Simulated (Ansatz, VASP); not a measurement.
**Zr: VASP beside Ansatz**

Contents of INCAR:

```
SYSTEM = Zr
ALGO     = Normal         ! electronic algorithm
EDIFF    = 1E-7           ! SCF threshold, eV
ENCUT    = 520            ! plane-wave cutoff, eV
GGA      = PE             ! functional
ISIF     = 2              ! what is computed and relaxed
ISMEAR   = -1             ! smearing method
LASPH    = .TRUE.         ! aspherical terms in the spheres
LCHARG   = .TRUE.         ! write CHGCAR
LELF     = .TRUE.         ! ELF
LREAL    = .FALSE.        ! projectors in reciprocal space
LVHAR    = .TRUE.       
LWAVE    = .FALSE.        ! write WAVECAR
NBANDS   = 19             ! bands
NELM     = 80             ! most SCF steps
PREC     = Accurate       ! precision mode
SIGMA    = 0.08           ! smearing width, eV
```

File KPOINTS:

```
k-points
0
G
  13 13 7
  0 0 0
```

POSCAR

```
Zr
1.0
    3.2319982225      0.0000000000      0.0000000000
   -1.6159991112      2.7989925656      0.0000000000
    0.0000000000      0.0000000000      5.0440600000
Zr
2
Direct
    0.3333333333      0.6666666667      0.2500000000
    0.6666666667      0.3333333333      0.7500000000
```

Input for Ansatz:

```yaml
crystal:
  lattice:
    - [3.2319982225, 0.0, 0.0]
    - [-1.6159991112, 2.7989925656, 0.0]
    - [0.0, 0.0, 5.04406]
  atoms:
    - { symbol: Zr, position: [0.3333333333, 0.6666666667, 0.25] }
    - { symbol: Zr, position: [0.6666666667, 0.3333333333, 0.75] }
kpoints:
  mp_grid: { grid: [13, 13, 7] }
  band_path:
    path:
      - [0.0, 0.0, 0.0]
      - [0.5, 0.0, 0.0]
      - [0.3333333333, 0.3333333333, 0.0]
      - [0.0, 0.0, 0.0]
      - [0.0, 0.0, 0.5]
      - [0.5, 0.0, 0.5]
      - [0.3333333333, 0.3333333333, 0.5]
      - [0.0, 0.0, 0.5]
      - [0.5, 0.0, 0.5]
    npoints: 5
scf:
  occupations: { method: fermi_dirac, width: 0.08 }
hamiltonian:
  xc: pbe
  pseudopotentials: { kind: all_electron, lapw: { basis_error: 0.001 } }
output:
  forces: true
  stress: true
  eigenvalues: true
```

Change from the starting cell: zz strain of -2 %.

Alike in both runs: task single point; functional PBE; k mesh 13 × 13 × 7; occupations fermi-dirac, width 0.08 eV; no spin polarisation.

|  | VASP | Ansatz |
| --- | --- | --- |
| version | VASP 6.6.1 | Ansatz 0.2.0 |
| potentials or method | VASP PAW PBE potentials, release 64 (Zr_sv), cutoff 520 eV | all-electron LAPW, scalar-relativistic |

```csv
,VASP,Ansatz,Ansatz less VASP
pressure (GPa),2.6,2.6,+0.01
"traceless stress, the component that is largest in VASP (GPa)",1.85,1.85,0.000
```

Ansatz ran all-electron here, and VASP with PAW potentials.
